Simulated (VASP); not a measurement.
Set up this calculation in VASP 6.6.1, as the native input.

* Task: single point
* Functional: r2SCAN
* Potentials or basis: VASP PAW PBE potentials, release 64 (Ti_sv, Sn_d)
* Cutoff: 520 eV
* k mesh: 9 × 9 × 6
* Occupations: fermi-dirac, width 0.1 eV
* Spin: no spin polarisation
* Dipole correction: no
* Further INCAR settings: ALGO = Normal; EDIFF = 1e-06; NBANDS = 47

Crystal: Ti2Sn.

```
Ti Sn
1.0
     4.60798    0.00000    0.00000
    -2.30399    3.99063    0.00000
     0.00000    0.00000    5.64485
Ti Sn
4 2
Direct
  0.33330 0.66670 0.75000
  0.66660 0.33330 0.25000
  0.00000 0.00000 0.00000
  0.00000 0.00000 0.50000
  0.33330 0.66670 0.25000
  0.66660 0.33330 0.75000
```

The input as run:

POSCAR

```
Ti2Sn
1.0
    4.6079810000      0.0000000000      0.0000000000
   -2.3039910000      3.9906320000      0.0000000000
    0.0000000000      0.0000000000      5.6448510000
Ti Sn
4 2
Direct
    0.3333000000      0.6667000000      0.7500000000
    0.6666000000      0.3333000000      0.2500000000
    0.0000000000      0.0000000000      0.0000000000
    0.0000000000      0.0000000000      0.5000000000
    0.3333000000      0.6667000000      0.2500000000
    0.6666000000      0.3333000000      0.7500000000
```

INCAR.step1

```
  ALGO = Normal
  EDIFF = 1E-4
  ENCUT = 520
  GGA = PE
  ISMEAR = -1
  LASPH = True
  LCHARG = False
  LREAL = False
  LWAVE = True
  NBANDS = 47
  NELM = 80
  PREC = Accurate
  SIGMA = 0.1
```

INCAR.step2

```
  ALGO = Normal
  EDIFF = 1E-6
  ENCUT = 520
  ISIF = 2
  ISMEAR = -1
  ISTART = 1
  LASPH = True
  LCHARG = False
  LMIXTAU = True
  LREAL = False
  LWAVE = False
  METAGGA = R2SCAN
  NBANDS = 47
  NELM = 80
  PREC = Accurate
  SIGMA = 0.1
```

KPOINTS

```
k-points
0
Gamma
  9 9 6
```

Potentials or basis: VASP PAW PBE potentials, release 64 (Ti_sv, Sn_d).

Run with:

```sh
$ cat potpaw_PBE.64/Ti_sv/POTCAR potpaw_PBE.64/Sn_d/POTCAR > POTCAR
$ cp INCAR.step1 INCAR
$ mpirun -np 1 vasp_std > vasp.out
$ cp INCAR.step2 INCAR
$ mpirun -np 1 vasp_std > vasp.out
```

It gave:

```json
{"Pressure": "7.4 GPa", "Largest force": "0.003 eV/Å"}
```

Caveat: the stress differs along the axes, from 2 to 10 GPa; the PAW data sets were made with another functional, which shifts forces and pressure a little.

Wall time 77 min on 1 thread of Oxide Virtual Turin-like Processor (shared host), peak memory 0.47 GiB.
